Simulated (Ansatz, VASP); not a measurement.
Given: the input of a run of VASP 6.6.1 on PbS.

INCAR

```
SYSTEM = PbS
  ALGO = Normal
  EDIFF = 1E-7
  ENCUT = 520
  ISIF = 2
  ISMEAR = -1
  LASPH = .True.
  LCHARG = .False.
  LREAL = .False.
  LWAVE = .False.
  NBANDS = 28
  NELM = 80
  PREC = Accurate
  SIGMA = 0.05
```

The input KPOINTS:

```
k-points
0
Gamma
  7 7 6
  0 0 0
```

The input POSCAR:

```
PbS
1.0
    2.0374927668     -5.8689911821      0.0000000000
    2.0374927668      5.8689911821      0.0000000000
    0.0000000000      0.0000000000      4.1919633476
Pb S
2 2
Direct
    0.1305633500      0.8694366500      0.2500000000
    0.8694366500      0.1305633500      0.7500000000
    0.3547970900      0.6452029100      0.2500000000
    0.6452029100      0.3547970900      0.7500000000
```

Potentials or basis: VASP PAW LDA potentials, release 64 (Pb_d, S).

Run with:

```console
$ cat potpaw_LDA.64/Pb_d/POTCAR potpaw_LDA.64/S/POTCAR > POTCAR
$ mpirun -np 1 vasp_std > vasp.out
```

**Question.** Translate it to Ansatz 0.2.0. Potentials there: all-electron LAPW, scalar-relativistic.

**Answer.** As run (the cutoff follows the program's own potentials):

File input.yaml:

```yaml
crystal:
  lattice:
    - [2.0374927668, -5.8689911821, 0.0]
    - [2.0374927668, 5.8689911821, 0.0]
    - [0.0, 0.0, 4.1919633476]
  atoms:
    - { symbol: Pb, position: [0.13056335, 0.86943665, 0.25] }
    - { symbol: Pb, position: [0.86943665, 0.13056335, 0.75] }
    - { symbol: S, position: [0.35479709, 0.64520291, 0.25] }
    - { symbol: S, position: [0.64520291, 0.35479709, 0.75] }
kpoints:
  mp_grid: { grid: [7, 7, 6] }
scf:
  occupations: { method: fermi_dirac, width: 0.05 }
hamiltonian:
  xc: lda
  pseudopotentials: { kind: all_electron, lapw: { basis_error: 0.002 } }
output:
  forces: true
  stress: true
  eigenvalues: true
```

Potentials or basis: all-electron LAPW, scalar-relativistic.

Command:

```bash
$ ansatz run input.yaml --threads 2 --pin off --max-ram 6144MiB --backend cpu --events-out ev --progress --plain --runs-dir out
```

Both were run:

|  | VASP | Ansatz | Ansatz less VASP |
| --- | --- | --- | --- |
| gap on the k mesh at the Fermi level (eV) | 0.96 | 0.98 | +0.014 |
| least direct gap on the mesh (eV) | 1.26 | 1.28 | +0.013 |
| pressure (GPa) | -0.1 | -0.1 | -0.03 |
| traceless stress, the component that is largest in VASP (GPa) | 0.35 | 0.38 | +0.025 |
| rms of the force components (eV/Å) | 0.145 | 0.140 | -0.0049 |

LDA's correlation is that of Perdew and Zunger in VASP and of Perdew and Wang (1992) in Ansatz. Atom by atom the forces differ by 0.005 eV/Å (rms over components). Ansatz ran all-electron here, and VASP with PAW potentials.

Spin-orbit coupling is off throughout.
